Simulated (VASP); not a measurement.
# Zr in VASP: further runs

Zr is run at these levels: PBEsol; tasks: single point.

Program: VASP 6.6.1. These are calculated values, not measurements. Logs are shortened: lines on timing, memory, paths and dates and some standing lists are left out, and cuts for length are marked.

### Step 1. The cell of the first run

The cell holds a slab with vacuum, 6 atoms: a = 3.185 Å, b = 3.185 Å, c = 28.787 Å, α = 90.00°, β = 90.00°, γ = 120.00°.

### Step 2. Single point, PBEsol

Contents of INCAR:

```
SYSTEM = Zr
ALGO = Normal ; DIPOL = 0.5 0.5 0.500
EDIFF = 1E-6 ; ENCUT = 520
GGA = PS ; IDIPOL = 3
ISIF = 2 ; ISMEAR = -1
LASPH = .True. ; LCHARG = .False.
LDIPOL = .True. ; LREAL = .False.
LWAVE = .False. ; NBANDS = 45
NELM = 100 ; PREC = Accurate
SIGMA = 0.05
```

Contents of KPOINTS:

```
k-points
0
Gamma
  15 15 1
  0 0 0
```

Contents of POSCAR:

```
Zr
1.0
    3.1851568142      0.0000000000      0.0000000000
   -1.5925784071      2.7584267162      0.0000000000
    0.0000000000      0.0000000000     28.7870000000
Zr
6
Direct
    0.8333333330      0.1666666670      0.2779032385
    0.1666666670      0.8333333330      0.3667419431
    0.8333333330      0.1666666670      0.4555806477
    0.1666666670      0.8333333330      0.5444193523
    0.8333333330      0.1666666670      0.6332580569
    0.1666666670      0.8333333330      0.7220967615
```

Potentials or basis: VASP PAW PBE potentials, release 64 (Zr_sv).

On the command line:

```console
> cat potpaw_PBE.64/Zr_sv/POTCAR > POTCAR
> mpirun -np 1 vasp_std > vasp.out
```

OUTCAR:

```text
SYSTEM = Zr
   EDIFF = 1E-6
   ENCUT = 520
   GGA = PS
   ISIF = 2
   ISMEAR = -1
   LASPH = .True.
   LREAL = .False.
   NELM = 100
   PREC = Accurate

 ion  position               nearest neighbor table
   1  0.833  0.167  0.278-   2 3.15   2 3.15   2 3.15
   2  0.167  0.833  0.367-   1 3.15   3 3.15   1 3.15   3 3.15   1 3.15   3 3.15
   3  0.833  0.167  0.456-   4 3.15   2 3.15   4 3.15   2 3.15   4 3.15   2 3.15
   4  0.167  0.833  0.544-   3 3.15   5 3.15   3 3.15   5 3.15   3 3.15   5 3.15
   5  0.833  0.167  0.633-   4 3.15   6 3.15   4 3.15   6 3.15   4 3.15   6 3.15
   6  0.167  0.833  0.722-   5 3.15   5 3.15   5 3.15

  LATTYP: Found a hexagonal cell.
 ALAT       =     3.1851568142
 C/A-ratio  =     9.0378595715

  Lattice vectors:

 A1 = (   3.1851568142,   0.0000000000,   0.0000000000)
 A2 = (  -1.5925784071,   2.7584267162,   0.0000000000)
 A3 = (   0.0000000000,   0.0000000000,  28.7870000000)

Analysis of symmetry for initial positions (statically):
=====================================================================
 Subroutine PRICEL returns:
 Original cell was already a primitive cell.

 Routine SETGRP: Setting up the symmetry group for a
 hexagonal supercell.

 Subroutine GETGRP returns: Found 12 space group operations
 (whereof  4 operations were pure point group operations)
 out of a pool of 24 trial point group operations.

The static configuration has the point symmetry C_2h.
 The point group associated with its full space group is D_3d.

Analysis of symmetry for dynamics (positions and initial velocities):
=====================================================================
 Subroutine PRICEL returns:
 Original cell was already a primitive cell.

 Routine SETGRP: Setting up the symmetry group for a
 hexagonal supercell.

 Subroutine GETGRP returns: Found 12 space group operations
 (whereof  4 operations were pure point group operations)
 out of a pool of 24 trial point group operations.

The dynamic configuration has the point symmetry C_2h.
 The point group associated with its full space group is D_3d.

 Subroutine INISYM returns: Found 12 space group operations
 (whereof  4 operations are pure point group operations),
 and found     1 'primitive' translations

----------------------------------------------------------------------------------------

                                     Primitive cell

  volume of cell :     252.9232

  direct lattice vectors                    reciprocal lattice vectors
     3.185156814  0.000000000  0.000000000     0.313956285  0.181262746  0.000000000
    -1.592578407  2.758426716  0.000000000     0.000000000  0.362525491  0.000000000
     0.000000000  0.000000000 28.787000000     0.000000000  0.000000000  0.034737903

  length of vectors
     3.185156814  3.185156814 28.787000000     0.362525491  0.362525491  0.034737903

  position of ions in fractional coordinates (direct lattice)
     0.833333333  0.166666667  0.277903239
     0.166666667  0.833333333  0.366741943
     0.833333333  0.166666667  0.455580648
     0.166666667  0.833333333  0.544419352
     0.833333333  0.166666667  0.633258057
     0.166666667  0.833333333  0.722096761

  ion indices of the primitive-cell ions
   primitive index   ion index
                 1           1
                 2           2
                 3           3
                 4           4
                 5           5
                 6           6

----------------------------------------------------------------------------------------

 KPOINTS: k-points

Automatic generation of k-mesh.
 Grid dimensions read from file:
 generate k-points for:   15   15    1

 Generating k-lattice:

  Cartesian coordinates                     Fractional coordinates (reciprocal lattice)
     0.020930419  0.012084183  0.000000000     0.066666667  0.000000000  0.000000000
     0.000000000  0.024168366  0.000000000     0.000000000  0.066666667  0.000000000
     0.000000000  0.000000000  0.034737903     0.000000000  0.000000000  1.000000000

  Length of vectors
     0.024168366  0.024168366  0.034737903

  Shift w.r.t. Gamma in fractional coordinates (k-lattice)
     0.000000000  0.000000000  0.000000000

 Subroutine IBZKPT returns following result:
 ===========================================

 Found     27 irreducible k-points:

 Following reciprocal coordinates:
            Coordinates               Weight
  0.000000  0.000000  0.000000      1.000000
  0.066667  0.000000  0.000000      6.000000
  0.133333 -0.000000  0.000000      6.000000
  0.200000 -0.000000  0.000000      6.000000
  0.266667 -0.000000  0.000000      6.000000
  0.333333 -0.000000  0.000000      6.000000
[... 16 lines left out ...]
  0.333333  0.200000  0.000000     12.000000
  0.400000  0.200000  0.000000      6.000000
 [... further k-points ...]
   k-points           NKPTS =     27   k-points in BZ     NKDIM =     27   number of bands    NBANDS=     45
   number of dos      NEDOS =    301   number of ions     NIONS =      6
   total plane-waves  NPLWV = 124416
   dimension x,y,z NGX =    24 NGY =   24 NGZ =  216
   dimension x,y,z NGXF=    48 NGYF=   48 NGZF=  432
   ions per type =               6
   NGX,Y,Z   is equivalent  to a cutoff of  12.53, 12.53, 12.47 a.u.
   NGXF,Y,Z  is equivalent  to a cutoff of  25.05, 25.05, 24.95 a.u.
 SYSTEM =  Zr
   PREC   = accura    normal or accurate (medium, high low for compatibility)
   ISTART =      0    job   : 0-new  1-cont  2-samecut
   ICHARG =      2    charge: 1-file 2-atom 10-const
   ISPIN  =      1    spin polarized calculation?
   LNONCOLLINEAR =      F non collinear calculations
   LSORBIT =      F    spin-orbit coupling
   LASPH  =      T    aspherical Exc in radial PAW
   ENCUT  =  520.0 eV  38.22 Ry    6.18 a.u.   5.92  5.92 53.52*2*pi/ulx,y,z
   NELM   =    100;   NELMIN=  2; NELMDL= -5     # of ELM steps
   EDIFF  = 0.1E-05   stopping-criterion for ELM
   LREAL  =      F    real-space projection
[... 7 lines left out ...]
   TEBEG  =    0.0;   TEEND  =   0.0 temperature during run
   PSTRESS=    0.0 pullay stress
   NELECT =      72.0000    total number of electrons
   NUPDOWN=      -1.0000    fix difference up-down
   EMIN   =  10.00;   EMAX   =-10.00  energy-range for DOS
   EFERMI =   0.00;   METHOD = LEGACY
   ISMEAR =    -1;   SIGMA  =   0.05  broadening in eV -4-tet -1-fermi 0-gaus
   EFERMI_NEDOS =   21; number of points for ismear=-14 and -15
   IALGO  =     38    algorithm
   IMIX   =      4    mixing-type and parameters
     AMIX     =   0.40;   BMIX     =  1.00
     AMIX_MAG =   1.60;   BMIX_MAG =  1.00
  volume/ion in A,a.u.               =      42.15       284.47
  Fermi-wavevector in a.u.,A,eV,Ry     =   1.076935  2.035112 15.779883  1.159789
  Thomas-Fermi vector in A             =   2.212833
   LORBIT       =      0    0 simple, 1 ext, 2 COOP (PROOUT), +10 PAW based schemes
   GGA     = PS    functional components
   LHFCALC =     F    Hartree Fock is set to
   AEXX    =    0.0000 exact exchange contribution
   IVDW    =     0    specifies the selected vdW correction
   LEPSILON=     F    determine dielectric tensor
   LRPA    =     F    only Hartree local field effects (RPA)
 non-spin polarized calculation
  energy-cutoff  :      520.00
  volume of cell :      252.92
 maximum number of plane-waves:      6863
 NGX is ok and might be reduce to    24
   NGX = 11   NGY = 11   NGZ =107

 dipolmoment           0.000000      0.000000      0.000000 electrons x Angstroem

 number of electron      72.0000000 magnetization

 dipolmoment           0.000000      0.000000     -0.000000 electrons x Angstroem

 Free energy of the ion-electron system (eV)
  ---------------------------------------------------
  ext. energy  EPLUGINS =         0.00000000
  ---------------------------------------------------
  free energy    TOTEN  =       -52.50345302 eV

  energy without entropy =      -52.43015608  energy(sigma->0) =      -52.46680455

 E-fermi :   3.0255     XC(G=0):  -6.7795

 val. band max:        3.0209045806   @ k =   0.4000   0.1333   0.0000
 cond. band min:       3.0308529838   @ k =   0.2000  -0.0000   0.0000
 fundamental gap:      0.0099484032
 Fermi energy:         3.0254994583

 k-point     1 :       0.0000    0.0000    0.0000
  band No.  band energies     occupation
      1     -45.8440      2.00000
      2     -45.8439      2.00000
      3     -45.5859      2.00000
      4     -45.5266      2.00000
      5     -45.4673      2.00000
      6     -45.4386      2.00000
[... 37 lines left out ...]
     44       4.0027      0.00000
     45       4.1121      0.00000

 k-point     2 :       0.0667    0.0000    0.0000
  band No.  band energies     occupation
      1     -45.8395      2.00000
      2     -45.8395      2.00000
      3     -45.5803      2.00000
      4     -45.5219      2.00000
      5     -45.4636      2.00000
      6     -45.4356      2.00000
[... 37 lines left out ...]
     44       4.1017      0.00000
     45       4.1043      0.00000

 k-point     3 :       0.1333   -0.0000    0.0000
  band No.  band energies     occupation
      1     -45.8268      2.00000
      2     -45.8268      2.00000
      3     -45.5642      2.00000
      4     -45.5085      2.00000
      5     -45.4531      2.00000
      6     -45.4273      2.00000
[... 37 lines left out ...]
     44       4.2220      0.00000
     45       4.3670      0.00000

 k-point     4 :       0.2000   -0.0000    0.0000
  band No.  band energies     occupation
      1     -45.8080      2.00000
      2     -45.8080      2.00000
      3     -45.5399      2.00000
      4     -45.4886      2.00000
      5     -45.4377      2.00000
      6     -45.4154      2.00000
[... 901 lines left out ...]
     44       4.2346      0.00000
     45       4.5582      0.00000

 k-point    23 :       0.3333    0.2000    0.0000
  band No.  band energies     occupation
      1     -45.7347      2.00000
      2     -45.7347      2.00000
      3     -45.4314      2.00000
      4     -45.4101      2.00000
      5     -45.3816      2.00000
      6     -45.3791      2.00000
[... 37 lines left out ...]
     44       4.5866      0.00000
     45       4.7967      0.00000

 k-point    24 :       0.4000    0.2000    0.0000
  band No.  band energies     occupation
      1     -45.7310      2.00000
      2     -45.7310      2.00000
      3     -45.4237      2.00000
      4     -45.4070      2.00000
      5     -45.3793      2.00000
      6     -45.3781      2.00000
[... 37 lines left out ...]
     44       4.7461      0.00000
     45       4.9497      0.00000

 [... further k-points ...]

------------------------ aborting loop because EDIFF is reached ----------------------------------------

 vacuum level on the upper side and lower side of the slab       (xc-potential included)        -0.298        -0.298

  FORCE on cell =-STRESS in cart. coord.  units (eV):
  Direction    XX          YY          ZZ          XY          YZ          ZX
  --------------------------------------------------------------------------------------
  -------------------------------------------------------------------------------------
  Total       -2.4882639     -2.4882639     -2.2062120      0.0000000     -0.0000000      0.0000000
  in kB      -15.7622547    -15.7622547    -13.9755579      0.0000000     -0.0000000      0.0000000
  external PRESSURE =     -15.1666891 kB  Pullay stress =       0.0000000 kB

 VOLUME and BASIS-vectors are now :
 -----------------------------------------------------------------------------
  energy-cutoff  :      520.00
  volume of cell :      252.92
      direct lattice vectors                 reciprocal lattice vectors
     3.185156814  0.000000000  0.000000000     0.313956285  0.181262746  0.000000000
    -1.592578407  2.758426716  0.000000000     0.000000000  0.362525491  0.000000000
     0.000000000  0.000000000 28.787000000     0.000000000  0.000000000  0.034737903

 POSITION                                       TOTAL-FORCE (eV/Angst)
 -----------------------------------------------------------------------------------
      2.38887      0.45974      8.00000         0.000000      0.000000      0.509563
     -0.79629      2.29869     10.55740         0.000000      0.000000     -0.557690
      2.38887      0.45974     13.11480        -0.000000     -0.000000     -0.035022
     -0.79629      2.29869     15.67220         0.000000      0.000000      0.035022
      2.38887      0.45974     18.22960        -0.000000     -0.000000      0.557690
     -0.79629      2.29869     20.78700         0.000000      0.000000     -0.509563
 -----------------------------------------------------------------------------------
    total drift:                               -0.000000     -0.000000     -0.000000

  FREE ENERGIE OF THE ION-ELECTRON SYSTEM (eV)
  ---------------------------------------------------
  free  energy   TOTEN  =       -52.5034530166 eV

  energy  without entropy=      -52.4301560782  energy(sigma->0) =      -52.46680455

 vacuum level on the upper side and lower side of the slab         7.218         7.218
```

It took 7.5 min on 1 thread of Intel Xeon Platinum 8488C (Sapphire Rapids), shared host; peak memory 0.46 GiB.

What came out:

```
Free energy            : -52.5035 eV
Largest force          : 0.558 eV/Å
Band gap on the k mesh : zero (bands 36 and 37 overlap by 1.36 eV)
```

Forces in eV/Å, atoms in the order of the input:
```
Zr   0.000  0.000  0.510
Zr   0.000  0.000 -0.558
Zr   0.000  0.000 -0.035
Zr   0.000  0.000  0.035
Zr   0.000  0.000  0.558
Zr   0.000  0.000 -0.510
```

Levels at points of the mesh, in eV from the Fermi level:
| k point | band 32 | band 33 | band 34 | band 35 | band 36 | band 37 | band 38 | band 39 | band 40 | band 41 |
| --- | --- | --- | --- | --- | --- | --- | --- | --- | --- | --- |
| (0.00, 0.00, 0.00) | -0.07 | 0.21 | 0.46 | 0.67 | 0.78 | 0.78 | 0.79 | 0.79 | 0.85 | 0.90 |

Caveat: the PAW data sets were made with another functional, which shifts forces and pressure a little.

### Step 3. Single point, PBEsol

Contents of INCAR:

```
PREC = Accurate ; ENCUT = 520
EDIFF = 1E-6 ; ISMEAR = -1
SIGMA = 0.05 ; LREAL = F
LASPH = T ; NELM = 60
ALGO = Normal ; ISIF = 2
LWAVE = F ; LCHARG = F
LDIPOL = T ; IDIPOL = 3
DIPOL = 0.5 0.5 0.500 ; GGA = PS
NBANDS = 45
```

Contents of KPOINTS:

```
regular mesh
0
Gamma
  15 15 1
```

Contents of POSCAR:

```
Zr
1.0
    3.1851568142      0.0000000000      0.0000000000
   -1.5925784071      2.7584267162      0.0000000000
    0.0000000000      0.0000000000     28.7870000000
Zr
6
Direct
    0.8333333333      0.1666666667      0.2816567158
    0.1666666667      0.8333333333      0.3652617818
    0.8333333333      0.1666666667      0.4554110901
    0.1666666667      0.8333333333      0.5445889127
    0.8333333333      0.1666666667      0.6347382118
    0.1666666667      0.8333333333      0.7183432877
```

Potentials or basis: VASP PAW PBE potentials, release 64 (Zr_sv).

On the command line:

```console
> cat potpaw_PBE.64/Zr_sv/POTCAR > POTCAR
> mpirun -np 1 vasp_std > vasp.out
```

OUTCAR:

```text
PREC = Accurate
   ENCUT = 520
   EDIFF = 1E-6
   ISMEAR = -1
   LREAL = F
   LASPH = T
   NELM = 60
   ISIF = 2
   GGA = PS

 ion  position               nearest neighbor table
   1  0.833  0.167  0.282-   2 3.03   2 3.03   2 3.03
   2  0.167  0.833  0.365-   1 3.03   1 3.03   1 3.03   3 3.18   3 3.18   3 3.18
   3  0.833  0.167  0.455-   4 3.16   4 3.16   4 3.16   2 3.18   2 3.18   2 3.18
   4  0.167  0.833  0.545-   3 3.16   3 3.16   3 3.16   5 3.18   5 3.18   5 3.18
   5  0.833  0.167  0.635-   6 3.03   6 3.03   6 3.03   4 3.18   4 3.18   4 3.18
   6  0.167  0.833  0.718-   5 3.03   5 3.03   5 3.03

  LATTYP: Found a hexagonal cell.
 ALAT       =     3.1851568142
[... 1365 lines left out ...]
  Total       -1.2563197     -1.2563197     -0.0325500      0.0000000     -0.0000000      0.0000000
  in kB       -7.9583325     -7.9583325     -0.2061922      0.0000000     -0.0000000      0.0000000
  external PRESSURE =      -5.3742857 kB  Pullay stress =       0.0000000 kB

 VOLUME and BASIS-vectors are now :
 -----------------------------------------------------------------------------
  energy-cutoff  :      520.00
  volume of cell :      252.92
      direct lattice vectors                 reciprocal lattice vectors
     3.185156814  0.000000000  0.000000000     0.313956285  0.181262746  0.000000000
    -1.592578407  2.758426716  0.000000000     0.000000000  0.362525491  0.000000000
     0.000000000  0.000000000 28.787000000     0.000000000  0.000000000  0.034737903

 POSITION                                       TOTAL-FORCE (eV/Angst)
 -----------------------------------------------------------------------------------
      2.38887      0.45974      8.10805        -0.000000      0.000000     -0.002920
     -0.79629      2.29869     10.51479        -0.000000      0.000000      0.002050
      2.38887      0.45974     13.10992         0.000000     -0.000000     -0.000762
     -0.79629      2.29869     15.67708        -0.000000      0.000000      0.000762
      2.38887      0.45974     18.27221         0.000000      0.000000     -0.002050
     -0.79629      2.29869     20.67895         0.000000     -0.000000      0.002920
 -----------------------------------------------------------------------------------
    total drift:                                0.000002     -0.000001      0.000599

  FREE ENERGIE OF THE ION-ELECTRON SYSTEM (eV)
  ---------------------------------------------------
  free  energy   TOTEN  =       -52.5904196635 eV

  energy  without entropy=      -52.5284557312  energy(sigma->0) =      -52.55943770

 vacuum level on the upper side and lower side of the slab         7.111         7.111
```

Run time: 7.8 min. Hardware: 1 thread of Intel Xeon Platinum 8488C (Sapphire Rapids), shared host; peak memory 0.44 GiB.

Results:

- Free energy: -52.5904 eV
- Band gap on the k mesh: zero (bands 36 and 37 overlap by 1.31 eV)

Forces in eV/Å, atoms in the order of the input:
```
Zr   0.000  0.000 -0.003
Zr   0.000  0.000  0.002
Zr   0.000  0.000 -0.001
Zr   0.000  0.000  0.001
Zr   0.000  0.000 -0.002
Zr   0.000  0.000  0.003
```

Caveat: the PAW data sets were made with another functional, which shifts forces and pressure a little.
